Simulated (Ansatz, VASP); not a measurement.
# Two plane-wave programs on BAs

```
CELL_PARAMETERS angstrom
3.37206 0.00000 0.00000
-1.68603 2.92029 0.00000
0.00000 0.00000 16.00000
ATOMIC_POSITIONS crystal
B 0.33333 0.66667 0.50000
As 0.66667 0.33333 0.50000
```

Alike in both runs: task single point; functional PBE; k mesh 12 × 12 × 1; occupations gaussian, width 0.03 eV; no spin polarisation.

|  | VASP | Ansatz |
| --- | --- | --- |
| version | VASP 6.6.1 | Ansatz 0.2.0 |
| potentials or method | VASP PAW PBE potentials, release 64 (B, As), cutoff 420 eV | scalar-relativistic, plane waves, PAW |
| valence electrons in the cell | 8 | 18 |

Ansatz gave:

```
gap on the k mesh at the Fermi level (eV) : 0.75
least direct gap on the mesh (eV)         : 0.75
```

Q: What did VASP give for the same quantities?

A: gap on the k mesh at the Fermi level (eV): 0.74; least direct gap on the mesh (eV): 0.74.

VASP's potentials hold 8 valence electrons a cell and Ansatz's 18, so a difference there can come from the potentials and not from the codes.
